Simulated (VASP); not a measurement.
Write the native input for VASP 6.6.1 that does the following.

| Property | Result |
| --- | --- |
| Task | single point |
| Functional | PBE |
| Potentials or basis | VASP PAW PBE potentials, release 64 (Si, B, N) |
| Cutoff | 520 eV |
| k mesh | 6 × 6 × 2 |
| Occupations | gaussian, width 0.2 eV |
| Spin | no spin polarisation |
| Dipole correction | no |
| Further INCAR settings | ALGO = Normal; EDIFF = 1e-06; NBANDS = 27 |

The structure of Si4BN3 lies in POSCAR:

```
Si4BN3
1.0
    2.7482822016      0.0000000000      0.0000000000
   -1.3741411008      2.3800822034      0.0000000000
    0.0000000000      0.0000000000     15.2258610322
Si B N
4 1 3
Direct
    0.6666666667      0.3333333333      0.4965663973
    0.6666666667      0.3333333333      0.3378063793
    0.3333333333      0.6666666667      0.0418214546
    0.3333333333      0.6666666667      0.2005572623
    0.0000000000      0.0000000000      0.7712765922
    0.3333333333      0.6666666667      0.7715618607
    0.0000000000      0.0000000000      0.5383635207
    0.0000000000      0.0000000000      0.0000465328
```

These files were run (other wordings do the same):

INCAR

```
SYSTEM = Si4BN3
PREC = Accurate
ENCUT = 520
EDIFF = 1E-6
ISMEAR = 0
SIGMA = 0.2
LREAL = .False.
LASPH = .True.
NELM = 80
ALGO = Normal
ISIF = 2
LWAVE = .False.
LCHARG = .True.
GGA = PE
LELF = .True.
LVHAR = .True.
NBANDS = 27
```

KPOINTS

```
regular mesh
0
Gamma
  6 6 2
  0 0 0
```

Potentials or basis: VASP PAW PBE potentials, release 64 (Si, B, N).

Launch:

```sh
$ cat potpaw_PBE.64/Si/POTCAR potpaw_PBE.64/B/POTCAR potpaw_PBE.64/N/POTCAR > POTCAR
$ mpirun -np 1 vasp_std > vasp.out
```

It gave:

```json
{"Pressure": "0.0 GPa", "Largest force": "0.060 eV/Å", "Band gap on the k mesh": "zero (band 17 reaches 9.59 eV, above the bottom of band 18 at 5.88 eV)"}
```

Caveat: the k points lie up to 0.44 Å⁻¹ apart; this functional lacks dispersion, which binds the layers, so the pressure and a relaxed spacing across them are unreliable.

It took 37 s on 1 thread of Intel(R) Xeon(R) Platinum 8259CL CPU @ 2.50GHz (Skylake/Cascade Lake), on a shared host, peak memory 0.21 GiB.
